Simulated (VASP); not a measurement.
Here is a VASP 6.6.1 calculation.

The input INCAR:

```
SYSTEM = Mg2H3
ALGO = Normal ; EDIFF = 1E-6
EDIFFG = -0.01 ; ENCUT = 600
GGA = PE ; IBRION = 2
ISIF = 3 ; ISMEAR = 0
LASPH = .TRUE. ; LCHARG = .FALSE.
LREAL = .FALSE. ; LWAVE = .FALSE.
NELM = 100 ; NSW = 100
PREC = Accurate ; SIGMA = 0.1
```

KPOINTS

```
k-points
0
G
  15 15 6
  0 0 0
```

Contents of POSCAR:

```
Mg2H3
1.0
    3.2531111768      0.0000000000      0.0000000000
   -1.6265555884      2.8172769205      0.0000000000
    0.0000000000      0.0000000000      6.0509689631
Mg H
2 3
Direct
    0.0000000000      0.0000000000      0.2444340766
    0.0000000000      0.0000000000      0.7555659234
    0.5000000000      0.0000000000      0.5000000000
    0.0000000000      0.5000000000      0.5000000000
    0.5000000000      0.5000000000      0.5000000000
```

Potentials or basis: VASP PAW PBE potentials, release 64 (Mg, H).

Command:

```bash
$ cat potpaw_PBE.64/Mg/POTCAR potpaw_PBE.64/H/POTCAR > POTCAR
$ mpirun -np 1 vasp_std > vasp.out
```

Q: Estimate the space group after relaxing (to 0.05 Å).

A: P6/mmm (No. 191).

Q: What does it give for the relaxed volume?

A: 11.26 Å³/atom.

Q: Predict the relaxed cell.

A: a = 3.316 Å, b = 3.316 Å, c = 5.913 Å, α = 90.00°, β = 90.00°, γ = 120.00°.

The path:
```
step  energy change (eV)  largest force (eV/Å)  pressure (GPa)  volume (Å³)
   1              0.0000                0.1831            0.02        55.46
   2             -0.0046                0.1427            0.15        55.46
   3             -0.0144                0.0036            0.62        55.48
   4              0.0141                0.4686            1.88        55.50
   5             -0.0153                0.1115            0.78        55.49
   6             -0.0173                0.1813            0.47        56.02
   7             -0.0173                0.1825            0.46        56.03
   8             -0.0204                0.0733            0.00        56.44
   9             -0.0207                0.0206           -0.21        56.63
  10             -0.0210                0.0114           -0.13        56.50
  11             -0.0212                0.0036           -0.01        56.30
```
